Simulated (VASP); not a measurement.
Input of a VASP 6.6.1 run:

File INCAR:

```
SYSTEM = HoAuCl4
ALGO = Normal
EDIFF = 1E-7
EDIFFG = -0.01
ENCUT = 500
GGA = PE
GGA_COMPAT = .False.
IBRION = 2
ISIF = 3
ISMEAR = 0
LASPH = .True.
LCHARG = .False.
LMAXMIX = 6
LREAL = .False.
LWAVE = .False.
NELM = 200
NELMIN = 4
NSW = 100
PREC = Accurate
SIGMA = 0.1
```

File KPOINTS:

```
k-points
0
Gamma
  8 8 8
  0 0 0
```

File POSCAR:

```
HoAuCl4
1.0
    0.0000000000      4.0436383432      4.0436383432
    4.0436383432      0.0000000000      4.0436383432
    4.0436383432      4.0436383432      0.0000000000
Ho Au Cl
1 1 4
Direct
    0.2500000000      0.2500000000      0.2500000000
    0.0000000000      0.0000000000      0.0000000000
    0.6248892689      0.6248892689      0.1253321932
    0.6248892689      0.1253321932      0.6248892689
    0.1253321932      0.6248892689      0.6248892689
    0.6248892689      0.6248892689      0.6248892689
```

Potentials or basis: VASP PAW PBE potentials, release 64 (Ho_3, Au, Cl), 4f in core.

Command:

```sh
$ cat potpaw_PBE.64/Ho_3/POTCAR potpaw_PBE.64/Au/POTCAR potpaw_PBE.64/Cl/POTCAR > POTCAR
$ mpirun -np 1 vasp_std > vasp.out
```

Question: Estimate the relaxed cell.

Answer: a = 5.725 Å, b = 5.725 Å, c = 5.725 Å, α = 60.00°, β = 60.00°, γ = 60.00°.

Question: Estimate the relaxed volume.

Answer: 22.11 Å³/atom.

Question: What does it give for the space group after relaxing (to 0.1 Å)?

Answer: F-43m (No. 216).

Question: Estimate the band gap on the k mesh.

Answer: Zero (bands 24 and 25 overlap by 0.29 eV).

Final structure:
```
Ho Au Cl
1.0
     0.00000    4.04808    4.04808
     4.04808    0.00000    4.04808
     4.04808    4.04808    0.00000
Ho Au Cl
1 1 4
Direct
  0.25000 0.25000 0.25000
  0.00000 0.00000 0.00000
  0.62509 0.62509 0.12474
  0.62509 0.12474 0.62509
  0.12474 0.62509 0.62509
  0.62509 0.62509 0.62509
```

Caveat: spin-orbit coupling is left out, which moves the levels of the heavy elements; the 4f electrons are frozen in the core, so they carry no moment and show no levels; the run has no spin polarisation, though such a crystal can be magnetic. Spin polarisation is off, so any magnetic state and its effect on volume and gap are missing.
